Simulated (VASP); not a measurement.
Input of a VASP 6.6.1 run:

The input POSCAR:

```
Ga4SbN3
1.0
    5.2519741447      0.0000000000      0.0468008225
    0.0000000000      3.2372806719      0.0000000000
    0.0554528801      0.0000000000      7.5689365187
N Sb Ga
3 1 4
Direct
   -0.0032010471      0.0000000000      0.2484378408
   -0.0048670944      0.5000000000      0.9006398174
    0.4985714990      0.5000000000      0.1490044645
    0.4766853804      0.0000000000      0.6181380884
    0.3477981711      0.0000000000      0.2559938695
    0.3619597051      0.5000000000      0.9142773074
    0.8733642743      0.5000000000      0.1561643096
    0.9496891116      0.0000000000      0.7573443025
```

Contents of INCAR.step1:

```
PREC = Accurate
ENCUT = 520
ISMEAR = -1
SIGMA = 0.02
LREAL = F
LASPH = T
NELM = 100
NBANDS = 46
GGA = PE
ALGO = Normal
EDIFF = 1E-4
LWAVE = T
LCHARG = F
```

Contents of INCAR.step2:

```
PREC = Accurate
ENCUT = 520
EDIFF = 1E-6
ISMEAR = -1
SIGMA = 0.02
LREAL = F
LASPH = T
NELM = 100
ALGO = Normal
ISIF = 2
LWAVE = F
LCHARG = F
METAGGA = R2SCAN
LMIXTAU = T
NBANDS = 46
ISTART = 1
```

File KPOINTS:

```
regular mesh
0
Gamma
  4 8 4
```

Potentials or basis: VASP PAW PBE potentials, release 64 (N, Sb, Ga_d).

Run with:

```console
$ cat potpaw_PBE.64/N/POTCAR potpaw_PBE.64/Sb/POTCAR potpaw_PBE.64/Ga_d/POTCAR > POTCAR
$ cp INCAR.step1 INCAR
$ mpirun -np 1 vasp_std > vasp.out
$ cp INCAR.step2 INCAR
$ mpirun -np 1 vasp_std > vasp.out
```

Predict the pressure.

0.6 GPa.

Predict the largest force.

0.073 eV/Å.

Estimate the band gap on the k mesh.

zero (bands 36 and 37 overlap by 1.97 eV).

Forces in eV/Å, atoms in the order of the input:
```
N   -0.037  0.000  0.057
N   -0.048  0.000  0.025
N    0.022  0.000  0.025
Sb   0.003  0.000 -0.020
Ga   0.047  0.000  0.054
Ga   0.040  0.000 -0.051
Ga  -0.020  0.000 -0.017
Ga  -0.008  0.000 -0.072
```

Caveat: the PAW data sets were made with another functional, which shifts forces and pressure a little; spin-orbit coupling is left out, which moves the levels of the heavy elements.
